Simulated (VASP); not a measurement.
# GaN (F-43m) in VASP: a series of runs

The runs below take GaN through relaxation of cell and atoms, with PBEsol.

Everything below comes from runs of VASP 6.6.1. Logs are shortened: lines on timing, memory, paths and dates and some standing lists are left out, and cuts for length are marked.

## Step 1: The cell of the first run

It takes space group F-43m (No. 216, cubic). Conventional cell: a = 4.498 Å, b = 4.498 Å, c = 4.498 Å, α = 90.00°, β = 90.00°, γ = 90.00°. Within 2.6 Å of Ga (site symmetry -43m) lie 4 N at 1.95 Å. N (site symmetry -43m) has 4 Ga at 1.95 Å within 2.6 Å.

## Step 2: Relaxation of cell and atoms, PBEsol, target pressure 2 GPa, at which the enthalpy is minimised

Contents of INCAR:

```
  ALGO = Normal
  EDIFF = 1E-6
  EDIFFG = -0.002
  ENCUT = 600
  GGA = PS
  IBRION = 2
  ISIF = 3
  ISMEAR = 0
  LASPH = T
  LCHARG = F
  LREAL = F
  LWAVE = F
  NELM = 60
  NSW = 100
  PREC = Accurate
  PSTRESS = 20.0
  SIGMA = 0.01
```

Contents of KPOINTS:

```
k-points
0
Gamma
  10 10 10
```

Contents of POSCAR:

```
GaN
1.0
    0.0000000000      2.2491407153      2.2491407153
    2.2491407153      0.0000000000      2.2491407153
    2.2491407153      2.2491407153      0.0000000000
Ga N
1 1
Direct
    0.0000000000      0.0000000000      0.0000000000
    0.2500000000      0.2500000000      0.2500000000
```

Potentials or basis: VASP PAW PBE potentials, release 64 (Ga_d, N).

On the command line:

```sh
cat potpaw_PBE.64/Ga_d/POTCAR potpaw_PBE.64/N/POTCAR > POTCAR
mpirun -np 1 vasp_std > vasp.out
```

OUTCAR:

```text
EDIFF = 1E-6
   EDIFFG = -0.002
   ENCUT = 600
   GGA = PS
   IBRION = 2
   ISIF = 3
   ISMEAR = 0
   LASPH = T
   LREAL = F
   NELM = 60
   NSW = 100
   PREC = Accurate
   PSTRESS = 20.0

 ion  position               nearest neighbor table
   1  0.000  0.000  0.000-   2 1.95   2 1.95   2 1.95   2 1.95
   2  0.250  0.250  0.250-   1 1.95   1 1.95   1 1.95   1 1.95

  LATTYP: Found a face centered cubic cell.
 ALAT       =     4.4982814306

  Lattice vectors:

 A1 = (   0.0000000000,   2.2491407153,   2.2491407153)
 A2 = (   2.2491407153,   0.0000000000,   2.2491407153)
 A3 = (   2.2491407153,   2.2491407153,   0.0000000000)

Analysis of symmetry for initial positions (statically):
=====================================================================
 Subroutine PRICEL returns:
 Original cell was already a primitive cell.

 Routine SETGRP: Setting up the symmetry group for a
 face centered cubic supercell.

 Subroutine GETGRP returns: Found 24 space group operations
 (whereof 24 operations were pure point group operations)
 out of a pool of 48 trial point group operations.

The static configuration has the point symmetry T_d .

Analysis of symmetry for dynamics (positions and initial velocities):
=====================================================================
 Subroutine PRICEL returns:
 Original cell was already a primitive cell.

 Routine SETGRP: Setting up the symmetry group for a
 face centered cubic supercell.

 Subroutine GETGRP returns: Found 24 space group operations
 (whereof 24 operations were pure point group operations)
 out of a pool of 48 trial point group operations.

The dynamic configuration has the point symmetry T_d .

 Subroutine INISYM returns: Found 24 space group operations
 (whereof 24 operations are pure point group operations),
 and found     1 'primitive' translations

----------------------------------------------------------------------------------------

                                     Primitive cell

  volume of cell :      22.7552

  direct lattice vectors                    reciprocal lattice vectors
     0.000000000  2.249140715  2.249140715    -0.222307122  0.222307122  0.222307122
     2.249140715  0.000000000  2.249140715     0.222307122 -0.222307122  0.222307122
     2.249140715  2.249140715  0.000000000     0.222307122  0.222307122 -0.222307122

  length of vectors
     3.180765303  3.180765303  3.180765303     0.385047231  0.385047231  0.385047231

  position of ions in fractional coordinates (direct lattice)
     0.000000000  0.000000000  0.000000000
     0.250000000  0.250000000  0.250000000

  ion indices of the primitive-cell ions
   primitive index   ion index
                 1           1
                 2           2

----------------------------------------------------------------------------------------

 KPOINTS: k-points

Automatic generation of k-mesh.
 Grid dimensions read from file:
 generate k-points for:   10   10   10

 Generating k-lattice:

  Cartesian coordinates                     Fractional coordinates (reciprocal lattice)
    -0.022230712  0.022230712  0.022230712     0.100000000  0.000000000  0.000000000
     0.022230712 -0.022230712  0.022230712     0.000000000  0.100000000  0.000000000
     0.022230712  0.022230712 -0.022230712     0.000000000  0.000000000  0.100000000

  Length of vectors
     0.038504723  0.038504723  0.038504723

  Shift w.r.t. Gamma in fractional coordinates (k-lattice)
     0.000000000  0.000000000  0.000000000

 Subroutine IBZKPT returns following result:
 ===========================================

 Found     47 irreducible k-points:

 Following reciprocal coordinates:
            Coordinates               Weight
  0.000000  0.000000  0.000000      1.000000
  0.100000  0.000000  0.000000      8.000000
  0.200000  0.000000  0.000000      8.000000
  0.300000  0.000000  0.000000      8.000000
  0.400000  0.000000  0.000000      8.000000
  0.500000  0.000000  0.000000      4.000000
[... 16 lines left out ...]
  0.300000  0.300000  0.000000      6.000000
  0.400000  0.300000  0.000000     24.000000
 [... further k-points ...]
   k-points           NKPTS =     47   k-points in BZ     NKDIM =     47   number of bands    NBANDS=     13
   number of dos      NEDOS =    301   number of ions     NIONS =      2
   total plane-waves  NPLWV =  21952
   dimension x,y,z NGX =    28 NGY =   28 NGZ =   28
   dimension x,y,z NGXF=    56 NGYF=   56 NGZF=   56
   ions per type =               1   1
   NGX,Y,Z   is equivalent  to a cutoff of  14.63, 14.63, 14.63 a.u.
   NGXF,Y,Z  is equivalent  to a cutoff of  29.27, 29.27, 29.27 a.u.
 SYSTEM =  unknown system
   PREC   = accura    normal or accurate (medium, high low for compatibility)
   ISTART =      0    job   : 0-new  1-cont  2-samecut
   ICHARG =      2    charge: 1-file 2-atom 10-const
   ISPIN  =      1    spin polarized calculation?
   LNONCOLLINEAR =      F non collinear calculations
   LSORBIT =      F    spin-orbit coupling
   LASPH  =      T    aspherical Exc in radial PAW
   ENCUT  =  600.0 eV  44.10 Ry    6.64 a.u.   6.35  6.35  6.35*2*pi/ulx,y,z
   NELM   =     60;   NELMIN=  2; NELMDL= -5     # of ELM steps
   EDIFF  = 0.1E-05   stopping-criterion for ELM
   LREAL  =      F    real-space projection
   EDIFFG = -.2E-02   stopping-criterion for IOM
   NSW    =    100    number of steps for IOM
   IBRION =      2    ionic relax: 0-MD 1-quasi-New 2-CG
   NFREE  =      1    steps in history (QN), initial steepest desc. (CG)
   ISIF   =      3    stress and relaxation
   ISYM   =      2    0-nonsym 1-usesym 2-fastsym
   POTIM  = 0.5000    time-step for ionic-motion
   TEBEG  =    0.0;   TEEND  =   0.0 temperature during run
   PSTRESS=   20.0 pullay stress
   NELECT =      18.0000    total number of electrons
   NUPDOWN=      -1.0000    fix difference up-down
   EMIN   =  10.00;   EMAX   =-10.00  energy-range for DOS
   EFERMI =   0.00;   METHOD = LEGACY
   ISMEAR =     0;   SIGMA  =   0.01  broadening in eV -4-tet -1-fermi 0-gaus
   EFERMI_NEDOS =   21; number of points for ismear=-14 and -15
   IALGO  =     38    algorithm
   IMIX   =      4    mixing-type and parameters
     AMIX     =   0.40;   BMIX     =  1.00
     AMIX_MAG =   1.60;   BMIX_MAG =  1.00
  volume/ion in A,a.u.               =      11.38        76.78
  Fermi-wavevector in a.u.,A,eV,Ry     =   1.514046  2.861132 31.189111  2.292335
  Thomas-Fermi vector in A             =   2.623756
   LORBIT       =      0    0 simple, 1 ext, 2 COOP (PROOUT), +10 PAW based schemes
   GGA     = PS    functional components
   LHFCALC =     F    Hartree Fock is set to
   AEXX    =    0.0000 exact exchange contribution
   IVDW    =     0    specifies the selected vdW correction
   LEPSILON=     F    determine dielectric tensor
   LRPA    =     F    only Hartree local field effects (RPA)
 conjugate gradient relaxation of ions
 non-spin polarized calculation
 Gauss-broadening in eV      SIGMA  =   0.01
  energy-cutoff  :      600.00
  volume of cell :       22.76
 maximum number of plane-waves:       769
 NGX is ok and might be reduce to    28
   NGX = 13   NGY = 13   NGZ = 13

--------------------------------------- Ionic step        1  -------------------------------------------

 number of electron      18.0000005 magnetization

 Free energy of the ion-electron system (eV)
  ---------------------------------------------------
  ext. energy  EPLUGINS =         0.00000000
  ---------------------------------------------------
  free energy    TOTEN  =       -13.12425442 eV

  energy without entropy =      -13.12425442  energy(sigma->0) =      -13.12425442

------------------------ aborting loop because EDIFF is reached ----------------------------------------

  FORCE on cell =-STRESS in cart. coord.  units (eV):
  Direction    XX          YY          ZZ          XY          YZ          ZX
  --------------------------------------------------------------------------------------
  -------------------------------------------------------------------------------------
  Total       -0.0614611     -0.0614611     -0.0614611     -0.0000000      0.0000000     -0.0000000
  in kB       -4.3274431     -4.3274431     -4.3274431     -0.0000000      0.0000000     -0.0000000
  external PRESSURE =     -24.3274431 kB  Pullay stress =      20.0000000 kB
[... 93 lines left out ...]
  FREE ENERGIE OF THE ION-ELECTRON SYSTEM (eV)
  ---------------------------------------------------
  free  energy   TOTEN  =       -13.1229117330 eV

  energy  without entropy=      -13.1229117330  energy(sigma->0) =      -13.12291173

  enthalpy is  TOTEN    =       -12.8423548546 eV   P V=        0.2805568783

[... ionic steps 4 to 9 ...]

--------------------------------------- Ionic step       10  -------------------------------------------

 number of electron      18.0000003 magnetization

------------------------ aborting loop because EDIFF is reached ----------------------------------------

  FORCE on cell =-STRESS in cart. coord.  units (eV):
  Direction    XX          YY          ZZ          XY          YZ          ZX
  --------------------------------------------------------------------------------------
  -------------------------------------------------------------------------------------
  Total        0.2758114      0.2758114      0.2758114     -0.0000000     -0.0000000     -0.0000000
  in kB       19.6659813     19.6659813     19.6659813     -0.0000000     -0.0000000     -0.0000000
  external PRESSURE =      -0.3340187 kB  Pullay stress =      20.0000000 kB
[... 61 lines left out ...]
  enthalpy is  TOTEN    =       -12.8423549357 eV   P V=        0.2804916904

--------------------------------------- Ionic step       12  -------------------------------------------

 number of electron      18.0000003 magnetization

 Free energy of the ion-electron system (eV)
  ---------------------------------------------------
  ext. energy  EPLUGINS =         0.00000000
  ---------------------------------------------------
  free energy    TOTEN  =       -13.12284874 eV

  energy without entropy =      -13.12284874  energy(sigma->0) =      -13.12284874

 E-fermi :   5.4620     XC(G=0): -12.0013

 val. band max:        5.3521417316   @ k =   0.0000   0.0000   0.0000
 cond. band min:       7.1530418503   @ k =   0.0000   0.0000   0.0000
 fundamental gap:      1.8009001187
 Fermi energy:         5.4619861502

 k-point     1 :       0.0000    0.0000    0.0000
  band No.  band energies     occupation
      1     -10.7411      2.00000
      2      -8.0696      2.00000
      3      -8.0696      2.00000
      4      -8.0696      2.00000
      5      -7.7251      2.00000
      6      -7.7251      2.00000
      7       5.3521      2.00000
      8       5.3521      2.00000
      9       5.3521      2.00000
     10       7.1530      0.00000
     11      15.6697      0.00000
     12      15.6697      0.00000
     13      15.6697      0.00000
[... 353 lines left out ...]
 k-point    24 :       0.4000    0.3000    0.0000
  band No.  band energies     occupation
      1      -9.6683      2.00000
      2      -7.9373      2.00000
      3      -7.8299      2.00000
      4      -7.8289      2.00000
      5      -7.6606      2.00000
      6      -6.8328      2.00000
      7       0.2572      2.00000
      8       2.7892      2.00000
      9       3.1241      2.00000
     10       9.7269      0.00000
     11      12.5611      0.00000
     12      16.1175      0.00000
     13      18.2891      0.00000

 [... further k-points ...]
[... 5 lines left out ...]
  --------------------------------------------------------------------------------------
  -------------------------------------------------------------------------------------
  Total        0.2833120      0.2833120      0.2833120      0.0000000      0.0000000     -0.0000000
  in kB       20.2009428     20.2009428     20.2009428      0.0000000      0.0000000     -0.0000000
  external PRESSURE =       0.2009428 kB  Pullay stress =      20.0000000 kB
[... 17 lines left out ...]
  FREE ENERGIE OF THE ION-ELECTRON SYSTEM (eV)
  ---------------------------------------------------
  free  energy   TOTEN  =       -13.1228487421 eV

  energy  without entropy=      -13.1228487421  energy(sigma->0) =      -13.12284874

  enthalpy is  TOTEN    =       -12.8423549374 eV   P V=        0.2804938047

 reached required accuracy - stopping structural energy minimisation
```

Wall time 2.2 min (1 thread of Intel Xeon 8259CL, shared host); peak memory 0.17 GiB.

What came out:

```yaml
Free_energy: -13.1228 eV
Relaxed_volume: 11.24 Å³/atom
Relaxed_cell: a = 3.167 Å, b = 3.167 Å, c = 3.167 Å, α = 60.00°, β = 60.00°, γ = 60.00°
Space_group_after_relaxing_to_0.1_Å: F-43m (No. 216)
Energy_change_on_relaxing_the_run_minimises_the_enthalpy: +0.7 meV/atom
Ionic_steps: 12
Pressure_after_relaxing: 2.0 GPa
Band_gap_on_the_k_mesh: 1.80 eV
```

Step by step:
| step | energy change (eV) | largest force (eV/Å) | pressure (GPa) | volume (Å³) |
| --- | --- | --- | --- | --- |
| 1 | 0.0000 | 0.0000 | -0.43 | 22.76 |
| 2 | 0.0071 | 0.0000 | 4.45 | 22.19 |
| 3 | 0.0013 | 0.0000 | 1.67 | 22.48 |
| 4 | 0.0018 | 0.0000 | 2.32 | 22.44 |
| 5 | 0.0016 | 0.0000 | 2.10 | 22.46 |
| 6 | 0.0015 | 0.0000 | 2.05 | 22.46 |
| 7 | 0.0014 | 0.0000 | 1.96 | 22.47 |
| 8 | 0.0014 | 0.0000 | 2.04 | 22.47 |
| 9 | 0.0014 | 0.0000 | 1.91 | 22.47 |
| 10 | 0.0014 | 0.0000 | 1.97 | 22.47 |
| 11 | 0.0014 | 0.0000 | 2.03 | 22.47 |
| 12 | 0.0014 | 0.0000 | 2.02 | 22.47 |

Final structure:
```
Ga N
1.0
     0.00000    2.23971    2.23971
     2.23971    0.00000    2.23971
     2.23971    2.23971    0.00000
Ga N
1 1
Direct
  0.00000 0.00000 0.00000
  0.25000 0.25000 0.25000
```

Levels at points of the mesh, in eV from the valence-band top:
```csv
k point,band 5,band 6,band 7,band 8,band 9,band 10,band 11,band 12,band 13
"(0.00, 0.00, 0.00)",-13.08,-13.08,0.00,0.00,0.00,1.80,10.32,10.32,10.32
"(0.50, 0.00, 0.00)",-13.03,-11.83,-7.24,-1.00,-1.00,4.69,8.72,10.36,10.36
"(0.50, 0.50, 0.00)",-13.00,-11.40,-6.26,-2.80,-2.80,3.23,6.67,11.71,14.07
```

Caveat: the cell is relaxed towards a set pressure, so the run minimises the enthalpy, not the energy; the PAW data sets were made with another functional, which shifts forces and pressure a little.

(Continued in part 2 of 3.)
